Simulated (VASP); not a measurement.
# V (Im-3m) in VASP: a series of runs

The runs below take V through single point, relaxation of cell and atoms, with PBE, BLYP, revPBE+D3(BJ).

Program: VASP 6.6.1. These are calculated values, not measurements. Logs are shortened: lines on timing, memory, paths and dates and some standing lists are left out, and cuts for length are marked.

## 1. The cell of the first run

It takes space group Im-3m (No. 229, cubic). The conventional cell has a = 3.029 Å, b = 3.029 Å, c = 3.029 Å, α = 90.00°, β = 90.00°, γ = 90.00°. V (site symmetry m-3m) has 14 V at 2.62 to 3.03 Å within 3.5 Å.

## 2. Single point, PBE, collinear spin, ferromagnetic start

The input, INCAR:

```
  PREC = Accurate
  ENCUT = 520
  EDIFF = 1E-6
  ISMEAR = 0
  SIGMA = 0.014
  LREAL = False
  LASPH = True
  NELM = 150
  ALGO = Normal
  ISIF = 2
  LWAVE = False
  LCHARG = True
  ISPIN = 2
  MAGMOM = 2
  LORBIT = 11
  LMAXMIX = 4
  GGA = PE
  LELF = True
  LVHAR = True
  NBANDS = 16
```

The input, KPOINTS:

```
Automatic mesh
0
Gamma
  12 12 12
```

The input, POSCAR:

```
V
1.0
   -1.5143500000      1.5143500000      1.5143500000
    1.5143500000     -1.5143500000      1.5143500000
    1.5143500000      1.5143500000     -1.5143500000
V
1
Direct
    0.0000000000      0.0000000000      0.0000000000
```

Potentials or basis: VASP PAW PBE potentials, release 64 (V_sv).

On the command line:

```
cat potpaw_PBE.64/V_sv/POTCAR > POTCAR
mpirun -np 1 vasp_std > vasp.out
```

OUTCAR:

```text
PREC = Accurate
   ENCUT = 520
   EDIFF = 1E-6
   ISMEAR = 0
   LREAL = False
   LASPH = True
   NELM = 150
   ISIF = 2
   ISPIN = 2
   LORBIT = 11
   GGA = PE

 ion  position               nearest neighbor table
   1  0.000  0.000  0.000-

  LATTYP: Found a body centered cubic cell.
 ALAT       =     3.0287000000

  Lattice vectors:

 A1 = (  -1.5143500000,   1.5143500000,   1.5143500000)
 A2 = (   1.5143500000,  -1.5143500000,   1.5143500000)
 A3 = (   1.5143500000,   1.5143500000,  -1.5143500000)

Analysis of symmetry for initial positions (statically):
=====================================================================
 Subroutine PRICEL returns:
 Original cell was already a primitive cell.

 Routine SETGRP: Setting up the symmetry group for a
 body centered cubic supercell.

 Subroutine GETGRP returns: Found 48 space group operations
 (whereof 48 operations were pure point group operations)
 out of a pool of 48 trial point group operations.

The static configuration has the point symmetry O_h .

Analysis of symmetry for dynamics (positions and initial velocities):
=====================================================================
 Subroutine PRICEL returns:
 Original cell was already a primitive cell.

 Routine SETGRP: Setting up the symmetry group for a
 body centered cubic supercell.

 Subroutine GETGRP returns: Found 48 space group operations
 (whereof 48 operations were pure point group operations)
 out of a pool of 48 trial point group operations.

The dynamic configuration has the point symmetry O_h .

Analysis of structural, dynamic, and magnetic symmetry:
=====================================================================
 Subroutine PRICEL returns:
 Original cell was already a primitive cell.

 Routine SETGRP: Setting up the symmetry group for a
 body centered cubic supercell.

 Subroutine GETGRP returns: Found 48 space group operations
 (whereof 48 operations were pure point group operations)
 out of a pool of 48 trial point group operations.

The overall configuration has the point symmetry O_h .

 Subroutine INISYM returns: Found 48 space group operations
 (whereof 48 operations are pure point group operations),
 and found     1 'primitive' translations

----------------------------------------------------------------------------------------

                                     Primitive cell

  volume of cell :      13.8912

  direct lattice vectors                    reciprocal lattice vectors
    -1.514350000  1.514350000  1.514350000     0.000000000  0.330174662  0.330174662
     1.514350000 -1.514350000  1.514350000     0.330174662  0.000000000  0.330174662
     1.514350000  1.514350000 -1.514350000     0.330174662  0.330174662  0.000000000

  length of vectors
     2.622931140  2.622931140  2.622931140     0.466937486  0.466937486  0.466937486

  position of ions in fractional coordinates (direct lattice)
     0.000000000  0.000000000  0.000000000

  ion indices of the primitive-cell ions
   primitive index   ion index
                 1           1

----------------------------------------------------------------------------------------

 KPOINTS: Automatic mesh

Automatic generation of k-mesh.
 Grid dimensions read from file:
 generate k-points for:   12   12   12

 Generating k-lattice:

  Cartesian coordinates                     Fractional coordinates (reciprocal lattice)
     0.000000000  0.027514555  0.027514555     0.083333333  0.000000000  0.000000000
     0.027514555  0.000000000  0.027514555     0.000000000  0.083333333  0.000000000
     0.027514555  0.027514555  0.000000000     0.000000000  0.000000000  0.083333333

  Length of vectors
     0.038911457  0.038911457  0.038911457

  Shift w.r.t. Gamma in fractional coordinates (k-lattice)
     0.000000000  0.000000000  0.000000000

 Subroutine IBZKPT returns following result:
 ===========================================

 Found     72 irreducible k-points:

 Following reciprocal coordinates:
            Coordinates               Weight
  0.000000  0.000000  0.000000      1.000000
  0.083333  0.000000  0.000000     12.000000
  0.166667  0.000000  0.000000     12.000000
  0.250000  0.000000  0.000000     12.000000
  0.333333  0.000000  0.000000     12.000000
  0.416667  0.000000  0.000000     12.000000
[... 16 lines left out ...]
  0.333333  0.083333  0.083333     24.000000
  0.416667  0.083333  0.083333     12.000000
 [... further k-points ...]
   k-points           NKPTS =     72   k-points in BZ     NKDIM =     72   number of bands    NBANDS=     16
   number of dos      NEDOS =    301   number of ions     NIONS =      1
   total plane-waves  NPLWV =   8000
   dimension x,y,z NGX =    20 NGY =   20 NGZ =   20
   dimension x,y,z NGXF=    40 NGYF=   40 NGZF=   40
   ions per type =               1
   NGX,Y,Z   is equivalent  to a cutoff of  12.68, 12.68, 12.68 a.u.
   NGXF,Y,Z  is equivalent  to a cutoff of  25.35, 25.35, 25.35 a.u.
 SYSTEM =  unknown system
[... 27 lines left out ...]
   LORBIT       =     11    0 simple, 1 ext, 2 COOP (PROOUT), +10 PAW based schemes
   GGA     = PE    functional components
   LHFCALC =     F    Hartree Fock is set to
   AEXX    =    0.0000 exact exchange contribution
   IVDW    =     0    specifies the selected vdW correction
   LEPSILON=     F    determine dielectric tensor
   LRPA    =     F    only Hartree local field effects (RPA)
 spin polarized calculation
 Gauss-broadening in eV      SIGMA  =   0.01
  energy-cutoff  :      520.00
  volume of cell :       13.89
 maximum number of plane-waves:       384
   NGX =  9   NGY =  9   NGZ =  9

 number of electron      12.9999997 magnetization       0.1225832

 Free energy of the ion-electron system (eV)
  ---------------------------------------------------
  ext. energy  EPLUGINS =         0.00000000
  ---------------------------------------------------
  free energy    TOTEN  =        -8.97816145 eV

  energy without entropy =       -8.97798195  energy(sigma->0) =       -8.97807170

 E-fermi :   9.2866     XC(G=0): -12.7399

 val. band max:        9.2773929240   @ k =   0.3333   0.1667  -0.0000
 cond. band min:       9.2889693855   @ k =  -0.2500   0.2500   0.1667
 fundamental gap:      0.0115764616
 Fermi energy:         9.2866057499

 spin component 1

 k-point     1 :       0.0000    0.0000    0.0000
  band No.  band energies     occupation
      1     -54.4879      1.00000
      2     -27.8355      1.00000
      3     -27.8355      1.00000
      4     -27.8355      1.00000
      5       2.7790      1.00000
      6       9.6672      0.00000
[... 8 lines left out ...]
     15      36.3374      0.00000
     16      40.3137      0.00000

 k-point     2 :       0.0833    0.0000    0.0000
  band No.  band energies     occupation
      1     -54.4764      1.00000
      2     -27.8923      1.00000
      3     -27.8530      1.00000
      4     -27.8358      1.00000
      5       3.0502      1.00000
      6       9.5551      0.00000
[... 8 lines left out ...]
     15      36.7581      0.00000
     16      37.9790      0.00000
[... 387 lines left out ...]
      5       6.6314      1.00000
      6       8.1824      1.00000
[... 8 lines left out ...]
     15      37.8250      0.00000
     16      39.0238      0.00000

 k-point    24 :       0.4167    0.0833    0.0833
  band No.  band energies     occupation
      1     -54.3098      1.00000
      2     -28.5939      1.00000
      3     -28.1287      1.00000
      4     -27.8933      1.00000
      5       6.6488      1.00000
      6       8.1093      1.00000
[... 8 lines left out ...]
     15      38.0237      0.00000
     16      38.4692      0.00000

 [... further k-points ...]

 spin component 2

 k-point     1 :       0.0000    0.0000    0.0000
  band No.  band energies     occupation
      1     -54.3906      1.00000
      2     -27.7388      1.00000
      3     -27.7388      1.00000
      4     -27.7388      1.00000
      5       2.8424      1.00000
      6       9.7850      0.00000
[... 8 lines left out ...]
     15      36.3662      0.00000
     16      40.4209      0.00000

 k-point     2 :       0.0833    0.0000    0.0000
  band No.  band energies     occupation
      1     -54.3790      1.00000
      2     -27.7956      1.00000
      3     -27.7562      1.00000
      4     -27.7391      1.00000
      5       3.1136      1.00000
      6       9.6723      0.00000
[... 8 lines left out ...]
     15      36.7994      0.00000
     16      38.0728      0.00000
[... 387 lines left out ...]
      5       6.7127      1.00000
      6       8.2916      1.00000
[... 8 lines left out ...]
     15      37.9012      0.00000
     16      39.0947      0.00000

 k-point    24 :       0.4167    0.0833    0.0833
  band No.  band energies     occupation
      1     -54.2125      1.00000
      2     -28.4975      1.00000
      3     -28.0319      1.00000
      4     -27.7967      1.00000
      5       6.7321      1.00000
      6       8.2186      1.00000
[... 8 lines left out ...]
     15      38.0978      0.00000
     16      38.5408      0.00000

 [... further k-points ...]
[... 5 lines left out ...]
  --------------------------------------------------------------------------------------
  -------------------------------------------------------------------------------------
  Total       -0.4493098     -0.4493098     -0.4493098      0.0000000      0.0000000     -0.0000000
  in kB      -51.8224186    -51.8224186    -51.8224186      0.0000000      0.0000000     -0.0000000
  external PRESSURE =     -51.8224186 kB  Pullay stress =       0.0000000 kB

 VOLUME and BASIS-vectors are now :
 -----------------------------------------------------------------------------
  energy-cutoff  :      520.00
  volume of cell :       13.89
      direct lattice vectors                 reciprocal lattice vectors
    -1.514350000  1.514350000  1.514350000     0.000000000  0.330174662  0.330174662
     1.514350000 -1.514350000  1.514350000     0.330174662  0.000000000  0.330174662
     1.514350000  1.514350000 -1.514350000     0.330174662  0.330174662  0.000000000

 POSITION                                       TOTAL-FORCE (eV/Angst)
 -----------------------------------------------------------------------------------
      0.00000      0.00000      0.00000        -0.000000      0.000000     -0.000000
 -----------------------------------------------------------------------------------
    total drift:                                0.000000     -0.000000      0.000000

  FREE ENERGIE OF THE ION-ELECTRON SYSTEM (eV)
  ---------------------------------------------------
  free  energy   TOTEN  =        -8.9781614465 eV

  energy  without entropy=       -8.9779819545  energy(sigma->0) =       -8.97807170

 total charge

# of ion       s       p       d       tot
------------------------------------------
    1        2.332   6.214   3.051  11.597

 magnetization (x)

# of ion       s       p       d       tot
------------------------------------------
    1        0.001   0.003   0.103   0.107
```

Run time: 62 s. Hardware: 1 thread of AMD EPYC 7R13, shared host; peak memory 0.12 GiB.

What came out:

| Item | Value |
| --- | --- |
| Free energy | -8.9782 eV |
| Pressure | -5.2 GPa |
| Net moment | 0.12 μB per cell |
| Site moments | V +0.11 μB |
| Valence electrons inside the program's atomic spheres | V 11.60 |

## 3. Single point, BLYP, collinear spin, ferromagnetic start

The input, INCAR:

```
PREC = Accurate
ENCUT = 520
EDIFF = 1E-6
ISMEAR = -1
SIGMA = 0.05
LREAL = F
LASPH = T
NELM = 150
ALGO = Normal
ISIF = 2
LWAVE = F
LCHARG = F
ISPIN = 2
MAGMOM = 2
LORBIT = 11
LMAXMIX = 4
GGA = B5
ALDAX = 1.0
AGGAX = 1.0
AGGAC = 1.0
ALDAC = 0.0
NBANDS = 16
```

KPOINTS is that of step 2.

POSCAR is that of step 2.

Potentials or basis: VASP PAW PBE potentials, release 64 (V_sv).

On the command line:

```
cat potpaw_PBE.64/V_sv/POTCAR > POTCAR
mpirun -np 1 vasp_std > vasp.out
```

Run time: 79 s. Hardware: 1 thread of AMD EPYC 7R13, shared host; peak memory 0.12 GiB.

The run converged. Its results:

```
Free energy                                           : -7.8447 eV
Pressure                                              : -0.4 GPa
Net moment                                            : 0.00 μB per cell
Valence electrons inside the program's atomic spheres : V 11.66
```

Levels at points of the mesh, in eV from the Fermi level:
Spin up:
```csv
k point,band 2,band 3,band 4,band 5,band 6,band 7,band 8,band 9,band 10,band 11
"(0.00, 0.00, 0.00)",-37.00,-37.00,-37.00,-6.34,0.34,0.34,0.34,2.30,2.30,20.43
"(0.50, 0.00, 0.00)",-37.82,-37.26,-37.00,-3.03,-1.11,1.75,2.28,2.63,3.88,9.83
"(0.50, 0.50, 0.50)",-37.57,-37.57,-37.57,-2.82,-2.82,3.51,3.51,3.51,10.06,10.06
```
Spin down:
```tsv
k point	band 3	band 4	band 5	band 6	band 7	band 8	band 9	band 10
(0.00, 0.00, 0.00)	-37.00	-37.00	-6.34	0.34	0.34	0.34	2.30	2.30
(0.50, 0.00, 0.00)	-37.26	-37.00	-3.02	-1.11	1.76	2.28	2.63	3.88
(0.50, 0.50, 0.50)	-37.56	-37.56	-2.82	-2.82	3.51	3.51	3.51	10.06
```

Caveat: the PAW data sets were made with another functional, which shifts forces and pressure a little.

## 4. Single point, PBE, collinear spin, ferromagnetic start

The input, INCAR:

```
SYSTEM = V
PREC = Accurate
ENCUT = 520
EDIFF = 1E-6
ISMEAR = 0
SIGMA = 0.026000000000000002
LREAL = .False.
LASPH = .True.
NELM = 150
ALGO = Normal
ISIF = 2
LWAVE = .False.
LCHARG = .False.
ISPIN = 2
MAGMOM = 2
LORBIT = 11
LMAXMIX = 4
GGA = PE
NBANDS = 16
```

The input, KPOINTS:

```
regular mesh
0
Gamma
  12 12 12
  0 0 0
```

POSCAR is that of step 3.

On the command line:

```
cat potpaw_PBE.64/V_sv/POTCAR > POTCAR
mpirun -np 1 vasp_std > vasp.out
```

Run time: 52 s. Hardware: 1 thread of AMD EPYC 7R13, shared host; peak memory 0.12 GiB.

It converged, with:

```
Free energy                                           : -8.9784 eV
Pressure                                              : -5.1 GPa
Net moment                                            : 0.13 μB per cell
Site moments                                          : V +0.11 μB
Valence electrons inside the program's atomic spheres : V 11.60
```

Levels at points of the mesh, in eV from the Fermi level:
Spin up:
| k point | band 2 | band 3 | band 4 | band 5 | band 6 | band 7 | band 8 | band 9 | band 10 | band 11 |
| --- | --- | --- | --- | --- | --- | --- | --- | --- | --- | --- |
| (0.00, 0.00, 0.00) | -37.13 | -37.13 | -37.13 | -6.52 | 0.37 | 0.37 | 0.37 | 2.33 | 2.33 | 20.25 |
| (0.50, 0.00, 0.00) | -37.94 | -37.39 | -37.14 | -3.08 | -1.10 | 1.54 | 2.32 | 2.67 | 3.91 | 9.77 |
| (0.50, 0.50, 0.50) | -37.69 | -37.69 | -37.69 | -2.85 | -2.85 | 3.54 | 3.54 | 3.54 | 9.91 | 9.91 |
Spin down:
```
           k point  band 2  band 3  band 4  band 5  band 6  band 7  band 8  band 9  band 10  band 11
(0.00, 0.00, 0.00)  -37.03  -37.03  -37.03   -6.45    0.49    0.49    0.49    2.40     2.40    20.31
(0.50, 0.00, 0.00)  -37.84  -37.29  -37.03   -3.00   -0.98    1.60    2.40    2.74     4.04     9.87
(0.50, 0.50, 0.50)  -37.59  -37.59  -37.59   -2.79   -2.79    3.66    3.66    3.66    10.00    10.00
```

## 5. Single point, PBE, collinear spin, ferromagnetic start

The input, INCAR:

```
SYSTEM = V
ALGO = Normal
EDIFF = 1E-6
ENCUT = 520
GGA = PE
ISIF = 2
ISMEAR = 0
ISPIN = 2
LASPH = .True.
LCHARG = .True.
LELF = .True.
LMAXMIX = 4
LORBIT = 11
LREAL = .False.
LVHAR = .True.
LWAVE = .False.
MAGMOM = 2
NBANDS = 16
NELM = 150
PREC = Accurate
SIGMA = 0.020999999999999998
```

The input, KPOINTS:

```
k-points
0
Gamma
  12 12 12
  0 0 0
```

POSCAR is that of step 4.

On the command line:

```
cat potpaw_PBE.64/V_sv/POTCAR > POTCAR
mpirun -np 1 vasp_std > vasp.out
```

It took 52 s on 1 thread of AMD EPYC 7R13, shared host; peak memory 0.12 GiB.

It converged, with:

- Free energy: -8.9783 eV
- Pressure: -5.1 GPa
- Net moment: 0.13 μB per cell
- Site moments: V +0.11 μB
- Valence electrons inside the program's atomic spheres: V 11.60

Levels at points of the mesh, in eV from the Fermi level:
Spin up:
| k point | band 3 | band 4 | band 5 | band 6 | band 7 | band 8 | band 9 | band 10 |
| --- | --- | --- | --- | --- | --- | --- | --- | --- |
| (0.00, 0.00, 0.00) | -37.13 | -37.13 | -6.51 | 0.38 | 0.38 | 0.38 | 2.34 | 2.34 |
| (0.50, 0.00, 0.00) | -37.38 | -37.13 | -3.08 | -1.10 | 1.54 | 2.32 | 2.67 | 3.92 |
| (0.50, 0.50, 0.50) | -37.69 | -37.69 | -2.85 | -2.85 | 3.54 | 3.54 | 3.54 | 9.91 |
Spin down:
```
           k point  band 3  band 4  band 5  band 6  band 7  band 8  band 9  band 10
(0.00, 0.00, 0.00)  -37.03  -37.03   -6.45    0.50    0.50    0.50    2.40     2.40
(0.50, 0.00, 0.00)  -37.28  -37.03   -2.99   -0.98    1.60    2.40    2.74     4.04
(0.50, 0.50, 0.50)  -37.59  -37.59   -2.79   -2.79    3.66    3.66    3.66    10.00
```

## 6. Relaxation of cell and atoms, revPBE+D3(BJ), collinear spin, ferromagnetic start

The input, INCAR:

```
ALGO = Normal
EDIFF = 1E-6
EDIFFG = -0.02
ENCUT = 600
GGA = RE
IBRION = 2
ISIF = 3
ISMEAR = -1
ISPIN = 2
IVDW = 12
LASPH = True
LCHARG = False
LMAXMIX = 4
LORBIT = 11
LREAL = False
LWAVE = False
MAGMOM = 2
NELM = 150
NSW = 80
PREC = Accurate
SIGMA = 0.05
```

The input, KPOINTS:

```
k-points
0
Gamma
  12 12 12
```

POSCAR is that of step 5.

Potentials or basis: VASP PAW PBE potentials, release 64 (V_sv).

On the command line:

```
cat potpaw_PBE.64/V_sv/POTCAR > POTCAR
mpirun -np 1 vasp_std > vasp.out
```

Run time: 2.5 min. Hardware: 1 thread of AMD EPYC 7R13, shared host; peak memory 0.15 GiB.

Results (log left out):

```
Free energy                                           : -9.9246 eV
Relaxed volume                                        : 12.52 Å³/atom
Relaxed cell                                          : a = 2.534 Å, b = 2.534 Å, c = 2.534 Å, α = 109.47°, β = 109.47°, γ = 109.47°
Space group after relaxing (to 0.05 Å)                : Im-3m (No. 229)
Energy gained by relaxing                             : 79.1 meV/atom
Ionic steps                                           : 4
Pressure after relaxing                               : 0.0 GPa
Net moment                                            : 0.00 μB per cell
Valence electrons inside the program's atomic spheres : V 11.78
Dispersion energy per atom                            : -1.375 eV
```

Step by step:
```csv
step,energy change (eV),largest force (eV/Å),pressure (GPa),volume (Å³)
1,0.0000,0.0000,-17.15,13.89
2,0.0411,0.0000,30.31,11.11
3,-0.0790,0.0000,-0.53,12.55
4,-0.0791,0.0000,0.02,12.52
```

Final structure:
```
V
1.0
    -1.46295    1.46295    1.46295
     1.46295   -1.46295    1.46295
     1.46295    1.46295   -1.46295
V
1
Direct
  0.00000 0.00000 0.00000
```

Levels at points of the mesh, in eV from the Fermi level:
Spin up:
```
           k point  band 4  band 5  band 6  band 7  band 8  band 9
(0.00, 0.00, 0.00)  -36.85   -6.74    0.44    0.44    0.44    2.64
(0.50, 0.00, 0.00)  -36.86   -3.42   -1.27    1.91    2.66    3.06
(0.50, 0.50, 0.50)  -37.60   -3.34   -3.34    4.09    4.09    4.09
```
Spin down:
```tsv
k point	band 3	band 4	band 5	band 6	band 7	band 8	band 9	band 10
(0.00, 0.00, 0.00)	-36.85	-36.85	-6.74	0.44	0.44	0.44	2.64	2.64
(0.50, 0.00, 0.00)	-37.19	-36.86	-3.42	-1.27	1.91	2.66	3.06	4.53
(0.50, 0.50, 0.50)	-37.60	-37.60	-3.34	-3.34	4.09	4.09	4.09	10.93
```

Caveat: the PAW data sets were made with another functional, which shifts forces and pressure a little; pairwise dispersion overbinds metals, which lowers pressure and volume.

## 7. Summary

| task | level | cell | cutoff (eV) | smearing | gap on the mesh (eV) | pressure (GPa) | moment (μB) |
| --- | --- | --- | --- | --- | --- | --- | --- |
| single point | PBE | as given | 520 | gaussian 0.014 eV | none | -5.2 | 0.12 |
| single point | BLYP | as given | 520 | fermi-dirac 0.05 eV | none | -0.4 | 0.00 |
| single point | PBE | as given | 520 | gaussian 0.026 eV | none | -5.1 | 0.13 |
| single point | PBE | as given | 520 | gaussian 0.021 eV | none | -5.1 | 0.13 |
| relaxation of cell and atoms | revPBE+D3(BJ) | relaxed | 600 | fermi-dirac 0.05 eV | none | 0.0 | 0.00 |

Alike in all rows: potentials or basis VASP PAW PBE potentials, release 64 (V_sv); spin collinear, ferromagnetic start; k mesh 12 × 12 × 12.

Every run on the cell as given and a fine mesh finds a metal. The pressure there spans -5.2 GPa (PBE) to -0.4 GPa (BLYP); a positive pressure means that this level wants a larger cell, a negative one a smaller.

Caveats: the PAW data sets were made with another functional, which shifts forces and pressure a little (some runs); pairwise dispersion overbinds metals, which lowers pressure and volume (some runs).

Absolute energies hang on the potentials; compare differences alone.
